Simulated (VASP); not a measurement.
# SiC (F-43m) in VASP: further runs, part 2 of 2

VASP 6.6.1. Earlier steps stand in the parts before.

### 4 Vibrations by perturbation theory, PBEsol

This run uses another cell than the first one, of 10.12 Å³/atom, 1.065 times its volume.

Input file INCAR:

```
  ALGO = Normal
  EDIFF = 1E-8
  ENCUT = 520
  GGA = PS
  IBRION = 8
  ISIF = 2
  ISMEAR = 0
  LASPH = True
  LCHARG = False
  LEPSILON = True
  LREAL = False
  LWAVE = False
  NELM = 60
  NSW = 1
  PREC = Accurate
  SIGMA = 0.01
```

Input file KPOINTS:

```
k-points
0
Gamma
  12 12 12
```

Input file POSCAR:

```
SiC
1.0
    0.0000000000      2.1627585675      2.1627585675
    2.1627585675      0.0000000000      2.1627585675
    2.1627585675      2.1627585675      0.0000000000
Si C
1 1
Direct
    0.0000000000      0.0000000000      0.0000000000
    0.7500000000      0.7500000000      0.7500000000
```

Potentials or basis: VASP PAW PBE potentials, release 64 (Si, C).

Command:

```sh
cat potpaw_PBE.64/Si/POTCAR potpaw_PBE.64/C/POTCAR > POTCAR
mpirun -np 1 vasp_std > vasp.out
```

OUTCAR:

```text
EDIFF = 1E-8
   ENCUT = 520
   GGA = PS
   IBRION = 8
   ISIF = 2
   ISMEAR = 0
   LASPH = True
   LEPSILON = True
   LREAL = False
   NELM = 60
   NSW = 1
   PREC = Accurate

 ion  position               nearest neighbor table
   1  0.000  0.000  0.000-   2 1.87   2 1.87   2 1.87   2 1.87
   2  0.750  0.750  0.750-   1 1.87   1 1.87   1 1.87   1 1.87

  LATTYP: Found a face centered cubic cell.
 ALAT       =     4.3255171350

  Lattice vectors:

 A1 = (   0.0000000000,   2.1627585675,   2.1627585675)
 A2 = (   2.1627585675,   0.0000000000,   2.1627585675)
 A3 = (   2.1627585675,   2.1627585675,   0.0000000000)

Analysis of symmetry for initial positions (statically):
=====================================================================
 Subroutine PRICEL returns:
 Original cell was already a primitive cell.

 Routine SETGRP: Setting up the symmetry group for a
 face centered cubic supercell.

 Subroutine GETGRP returns: Found 24 space group operations
 (whereof 24 operations were pure point group operations)
 out of a pool of 48 trial point group operations.

The static configuration has the point symmetry T_d .

Analysis of symmetry for dynamics (positions and initial velocities):
=====================================================================
 Subroutine PRICEL returns:
 Original cell was already a primitive cell.

 Routine SETGRP: Setting up the symmetry group for a
 face centered cubic supercell.

 Subroutine GETGRP returns: Found 24 space group operations
[... 522 lines left out ...]
          XX          YY          ZZ          XY          YZ          ZX
  --------------------------------------------------------------------------------
  x    -0.00000    -0.00000     0.00000     0.00000     0.99797     0.00000
  y    -0.00000    -0.00000     0.00000    -0.00000     0.00000     0.99797
  z     0.00000     0.00000    -0.00000     0.99797    -0.00000     0.00000

 BORN EFFECTIVE CHARGES (including local field effects) (in |e|, cummulative output)
 ---------------------------------------------------------------------------------
 ion    1
    1     2.71866     0.00000     0.00000
    2     0.00000     2.71866     0.00000
    3     0.00000    -0.00000     2.71866
 ion    2
    1    -2.71866     0.00000     0.00000
    2    -0.00000    -2.71866    -0.00000
    3    -0.00000     0.00000    -2.71866

 INTERNAL STRAIN TENSOR FOR ION    2 for displacements in x,y,z  (eV/Angst):
          X           Y           Z          XY          YZ          ZX
  --------------------------------------------------------------------------------
  x     0.00000     0.00000     0.00000     0.00000     9.74413     0.00000
  y     0.00000     0.00000     0.00000     0.00000     0.00000     9.74413
  z     0.00000     0.00000     0.00000     9.74413     0.00000     0.00000

 SECOND DERIVATIVES (NOT SYMMETRIZED)
 ------------------------------------
               1X          1Y          1Z          2X          2Y          2Z
  1X   -20.163064    0.000000    0.000000   20.163064    0.000000    0.000000
  1Y     0.000000  -20.163064    0.000000    0.000000   20.163064    0.000000
  1Z     0.000000    0.000000  -20.163064    0.000000    0.000000   20.163064
  2X    20.160970    0.000000    0.000000  -20.160970    0.000000    0.000000
  2Y     0.000000   20.160970    0.000000    0.000000  -20.160970    0.000000
  2Z     0.000000    0.000000   20.160970    0.000000    0.000000  -20.160970

 Eigenvectors and eigenvalues of the dynamical matrix
 ----------------------------------------------------

   1 f  =   24.201201 THz   152.060630 2PiTHz  807.265168 cm-1   100.088080 meV
             X         Y         Z           dx          dy          dz
      0.000000  0.000000  0.000000     0.000000    0.547337    0.000000
      3.244138  3.244138  3.244138     0.000000   -0.836912    0.000000
[... 21 lines left out ...]
   6 f/i=    0.000576 THz     0.003617 2PiTHz    0.019205 cm-1     0.002381 meV
             X         Y         Z           dx          dy          dz
      0.000000  0.000000  0.000000     0.000000    0.000000    0.836912
      3.244138  3.244138  3.244138     0.000000    0.000000    0.547337

--------------------------------------------------------------------------------------------------------

 MACROSCOPIC STATIC DIELECTRIC TENSOR IONIC CONTRIBUTION
 ------------------------------------------------------
           3.278601     0.000000     0.000000
           0.000000     3.278601     0.000000
           0.000000     0.000000     3.278601
 ------------------------------------------------------

 ELASTIC MODULI CONTR FROM IONIC RELAXATION (kBar)
 Direction    XX          YY          ZZ          XY          YZ          ZX
 --------------------------------------------------------------------------------
 XX          -0.0000      0.0000     -0.0000      0.0000      0.0000      0.0000
 YY           0.0000     -0.0000     -0.0000     -0.0000     -0.0000     -0.0000
 ZZ          -0.0000     -0.0000     -0.0000      0.0000      0.0000     -0.0000
 XY           0.0000     -0.0000      0.0000   -346.8193     -0.0000     -0.0000
 YZ           0.0000     -0.0000      0.0000     -0.0000   -346.8193     -0.0000
 ZX           0.0000     -0.0000     -0.0000     -0.0000     -0.0000   -346.8193
 --------------------------------------------------------------------------------

 PIEZOELECTRIC TENSOR IONIC CONTR  for field in x, y, z        (C/m^2)
          XX          YY          ZZ          XY          YZ          ZX
  --------------------------------------------------------------------------------
  x     0.00000    -0.00000     0.00000    -0.00000    -1.00339    -0.00000
  y     0.00000    -0.00000    -0.00000    -0.00000    -0.00000    -1.00339
  z     0.00000    -0.00000     0.00000    -1.00339    -0.00000    -0.00000
```

stdout:

```text
POSCAR found type information on POSCAR SiC
 POSCAR found :  2 types and       2 ions
 scaLAPACK will be used
 -----------------------------------------------------------------------------
|                                                                             |
|                                                                             |
[... 39 lines left out ...]
 first order change of Fermi-energy  -0.95988E+01
 force on displaced ion       1 direction 1 : -20.163  -0.000  -0.000
 Born effective charge ion    1 direction 1 :   2.717   0.000   0.000
 Linear response progress:
 first order change of Fermi-energy   0.95990E+01
 force on displaced ion       2 direction 1 : -20.161   0.000   0.000
 Born effective charge ion    2 direction 1 :  -2.719   0.000   0.000
 Born effective charges drift removed
 Linear response finished
```

It took 2.8 min on 1 thread of Intel Xeon Platinum 8259CL at 2.50GHz (Skylake/Cascade Lake), shared host; peak memory 0.24 GiB.

What came out:

```
Electronic dielectric tensor (diagonal)                 : 7.02
Born charges (mean of the diagonal)                     : Si +2.72; C -2.72 e
Highest phonon frequency at Γ, LO-TO splitting left out : 807 cm⁻¹
```

Phonon frequencies in cm⁻¹ (negative: imaginary):
| q point | frequencies |
| --- | --- |
| (0.000, 0.000, 0.000) | 0 0 0 807 807 807 |

Electronic dielectric tensor:
```
7.02 0.00 0.00
0.00 7.02 0.00
0.00 0.00 7.02
```

Born effective charge tensors (e):
atom 1, Si
```
2.72 0.00 0.00
0.00 2.72 0.00
0.00 0.00 2.72
```
atom 2, C
```
-2.72  0.00  0.00
 0.00 -2.72  0.00
 0.00  0.00 -2.72
```

Caveat: the cell wasn't relaxed at this level first, which shifts response properties; the PAW data sets were made with another functional, which shifts forces and pressure a little.
